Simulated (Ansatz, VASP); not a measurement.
# One calculation of Rh, two programs

The input INCAR:

```
SYSTEM = Rh
ALGO = Normal ; EDIFF = 1E-6
ENCUT = 500 ; GGA = PE
GGA_COMPAT = .FALSE. ; ISIF = 2
ISMEAR = 0 ; LASPH = .TRUE.
LCHARG = .FALSE. ; LREAL = .FALSE.
LWAVE = .FALSE. ; NBANDS = 14
NELM = 120 ; PREC = Accurate
SIGMA = 0.1
```

The input KPOINTS:

```
k-points
0
G
  30 30 30
  0 0 0
```

POSCAR

```
Rh
1.0
    0.0000000000      1.8978500000      1.8978500000
    1.8978500000      0.0000000000      1.8978500000
    1.8978500000      1.8978500000      0.0000000000
Rh
1
Direct
    0.0000000000      0.0000000000      0.0000000000
```

Input for Ansatz:

```yaml
crystal:
  lattice:
    - [0.0, 1.89785, 1.89785]
    - [1.89785, 0.0, 1.89785]
    - [1.89785, 1.89785, 0.0]
  atoms:
    - { symbol: Rh, position: [0.0, 0.0, 0.0] }
basis:
  ecutwfc: 420
kpoints:
  mp_grid: { grid: [30, 30, 30] }
hamiltonian:
  xc: pbe
scf:
  occupations: { method: gaussian, width: 0.1 }
output:
  forces: true
  stress: true
  eigenvalues: true
```

Alike in both runs: task single point; functional PBE; k mesh 30 × 30 × 30; occupations gaussian, width 0.1 eV; no spin polarisation.

```csv
,VASP,Ansatz
version,VASP 6.6.1,Ansatz 0.2.0
potentials or method,"VASP PAW PBE potentials, release 64 (Rh_pv), cutoff 500 eV","scalar-relativistic, plane waves, PAW"
valence electrons in the cell,15,17
```

```tsv
	VASP	Ansatz	Ansatz less VASP
gap on the k mesh at the Fermi level (eV)	none	none	-
pressure (GPa)	7.5	7.4	-0.09
```

A gap of «none» marks a metal or a gap that the smearing closes. VASP's potentials hold 15 valence electrons a cell and Ansatz's 17, so a difference there can come from the potentials and not from the codes.
